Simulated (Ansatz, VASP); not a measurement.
## Two plane-wave programs on C

File INCAR:

```
SYSTEM = C
ALGO = Normal
EDIFF = 1E-6
ENCUT = 600
GGA = LIBXC
GGA_COMPAT = .False.
ISIF = 2
ISMEAR = -1
LASPH = .True.
LCHARG = .False.
LIBXC1 = GGA_X_B88
LIBXC2 = GGA_C_PBE
LREAL = .False.
LWAVE = .False.
NBANDS = 11
NELM = 120
PREC = Accurate
SIGMA = 0.05
```

File KPOINTS:

```
k-points
0
Gamma
  13 13 13
  0 0 0
```

Contents of POSCAR:

```
C
1.0
    0.0000000000      1.7592674508      1.7592674508
    1.7592674508      0.0000000000      1.7592674508
    1.7592674508      1.7592674508      0.0000000000
C
2
Direct
    0.7500000000      0.7500000000      0.7500000000
    0.5000000000      0.5000000000      0.5000000000
```

The input input.yaml:

```yaml
crystal:
  lattice:
    - [0.0, 1.7592674508, 1.7592674508]
    - [1.7592674508, 0.0, 1.7592674508]
    - [1.7592674508, 1.7592674508, 0.0]
  atoms:
    - { symbol: C, position: [0.75, 0.75, 0.75] }
    - { symbol: C, position: [0.5, 0.5, 0.5] }
hamiltonian:
  xc: { exchange: b88, correlation: pbe }
  pseudopotentials: { kind: paw }
kpoints:
  mp_grid: { grid: [13, 13, 13] }
scf:
  occupations: { method: fermi_dirac, width: 0.05 }
output:
  forces: true
  stress: true
  eigenvalues: true
```

Alike in both runs: task single point; functional b88 exchange, pbe correlation; k mesh 13 × 13 × 13; occupations fermi-dirac, width 0.05 eV; no spin polarisation.

```csv
,VASP,Ansatz
version,VASP 6.6.1,Ansatz 0.2.0
potentials or method,"VASP PAW PBE potentials, release 64 (C)",Ansatz PAW
plane-wave cutoff (eV),600,420
valence electrons in the cell,8,8
```

```csv
,VASP,Ansatz,Ansatz less VASP
gap on the k mesh at the Fermi level (eV),4.24,4.24,+0.005
least direct gap on the mesh (eV),5.72,5.73,+0.002
pressure (GPa),21.6,21.5,-0.10
```

VASP's potentials were made for PBE, not for b88 exchange, pbe correlation. With one functional, cell and mesh, what is left measures potentials, basis and numerics.

Noted on Ansatz's run: Pulay correction over one GPa; odd divisions of the mesh miss points on the zone boundary, where band edges often lie, so the gap on the mesh can be too wide.
